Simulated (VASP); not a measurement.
A run of VASP 6.6.1 is set up as follows.

File POSCAR:

```
Ti
1.0
    0.0000000000      1.9665204915      2.1631725406
    1.9665204915      0.0000000000      2.1631725406
    1.9665204915      1.9665204915      0.0000000000
Ti
1
Direct
    0.0000000000      0.0000000000      0.0000000000
```

INCAR.step1

```
SYSTEM = Ti
  PREC = Accurate
  ENCUT = 520
  ISMEAR = 0
  SIGMA = 0.15
  LREAL = .False.
  LASPH = .True.
  NELM = 100
  NBANDS = 12
  GGA = PE
  ALGO = Normal
  EDIFF = 1E-4
  LWAVE = .True.
  LCHARG = .False.
```

INCAR.step2

```
SYSTEM = Ti
  PREC = Accurate
  ENCUT = 520
  EDIFF = 1E-6
  ISMEAR = 0
  SIGMA = 0.15
  LREAL = .False.
  LASPH = .True.
  NELM = 100
  ALGO = Normal
  ISIF = 2
  LWAVE = .False.
  LCHARG = .False.
  METAGGA = R2SCAN
  LMIXTAU = .True.
  NBANDS = 12
  ISTART = 1
```

Contents of KPOINTS:

```
Automatic mesh
0
Gamma
  22 22 22
  0 0 0
```

Potentials or basis: VASP PAW PBE potentials, release 64 (Ti_sv).

Launch:

```console
$ cat potpaw_PBE.64/Ti_sv/POTCAR > POTCAR
$ cp INCAR.step1 INCAR
$ mpirun -np 1 vasp_std > vasp.out
$ cp INCAR.step2 INCAR
$ mpirun -np 1 vasp_std > vasp.out
```

Question: Predict the pressure.

Answer: 4.6 GPa.

Question: Predict the band gap on the k mesh.

Answer: Zero (band 6 reaches 9.39 eV, above the bottom of band 7 at 7.97 eV).

Stress tensor (GPa, compression positive):
```
5.48 0.00 0.00
0.00 5.48 0.00
0.00 0.00 2.71
```

Caveat: the PAW data sets were made with another functional, which shifts forces and pressure a little.
